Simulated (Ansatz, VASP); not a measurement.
Tl: VASP beside Ansatz

INCAR

```
ALGO     = Fast           # electronic algorithm
EDIFF    = 1E-6           # SCF threshold, eV
ENCUT    = 520            # plane-wave cutoff, eV
GGA      = PS             # functional
GGA_COMPAT= False        
ISIF     = 2              # what is computed and relaxed
ISMEAR   = -1             # smearing method
LASPH    = True           # aspherical terms in the spheres
LCHARG   = False          # write CHGCAR
LORBIT   = 11             # projections on sites
LORBMOM  = True         
LREAL    = False          # projectors in reciprocal space
LSORBIT  = True           # spin-orbit coupling
LWAVE    = False          # write WAVECAR
MAGMOM   = 0 0 0 0 0 0    # initial moments
NBANDS   = 38             # bands
NELM     = 150            # most SCF steps
PREC     = Accurate       # precision mode
SIGMA    = 0.05           # smearing width, eV
```

Contents of KPOINTS:

```
k-points
0
Gamma
  9 9 5
```

POSCAR

```
Tl
1.0
    3.4560000000      0.0000000000      0.0000000000
   -1.7280000000      2.9929837955      0.0000000000
    0.0000000000      0.0000000000      5.5250000000
Tl
2
Direct
    0.6666666667      0.3333333333      0.7500000000
    0.3333333333      0.6666666667      0.2500000000
```

The input input.yaml:

```yaml
crystal:
  lattice:
    - [3.456, 0.0, 0.0]
    - [-1.728, 2.9929837955, 0.0]
    - [0.0, 0.0, 5.525]
  atoms:
    - { symbol: Tl, position: [0.6666666667, 0.3333333333, 0.75] }
    - { symbol: Tl, position: [0.3333333333, 0.6666666667, 0.25] }
hamiltonian:
  xc: pbesol
  pseudopotentials: { kind: paw_fr }
magnetization:
  noncollinear: true
  spin_orbit: true
kpoints:
  mp_grid: { grid: [9, 9, 5] }
  band_path:
    path:
      - [[0.0, 0.0, 0.0], [0.5, 0.0, 0.0], [0.3333333333, 0.3333333333, 0.0], [0.0, 0.0, 0.0], [0.0, 0.0, 0.5], [0.5, 0.0, 0.5], [0.3333333333, 0.3333333333, 0.5], [0.0, 0.0, 0.5]]
      - [[0.5, 0.0, 0.5], [0.5, 0.0, 0.0]]
      - [[0.3333333333, 0.3333333333, 0.0], [0.3333333333, 0.3333333333, 0.5]]
    npoints: 14
scf:
  occupations: { method: fermi_dirac, width: 0.05 }
  n_extra_bands: 6
output:
  forces: true
  stress: true
  eigenvalues: true
  fatbands: false
```

Alike in both runs: functional PBEsol; k mesh 9 × 9 × 5; occupations fermi-dirac, width 0.05 eV; non-collinear spin, spin-orbit coupling.

|  | VASP | Ansatz |
| --- | --- | --- |
| version | VASP 6.6.1 | Ansatz 0.2.0 |
| potentials or method | VASP PAW PBE potentials, release 64 (Tl_d) | Ansatz PAW |
| plane-wave cutoff (eV) | 520 | 420 |
| valence electrons in the cell | 26 | 26 |
| task | single point | band structure |

Ansatz gave:

| Quantity | Value |
| --- | --- |
| pressure (GPa) | -0.4 |
| traceless stress, the component that is largest in VASP (GPa) | 0.96 |

Question: Which values does VASP return?

Answer: Pressure (GPa): -0.3; traceless stress, the component that is largest in VASP (GPa): 0.94.

VASP's potentials were made for PBE, not for PBEsol. The functional is the same, so the differences come from potentials, cutoffs and numerics.
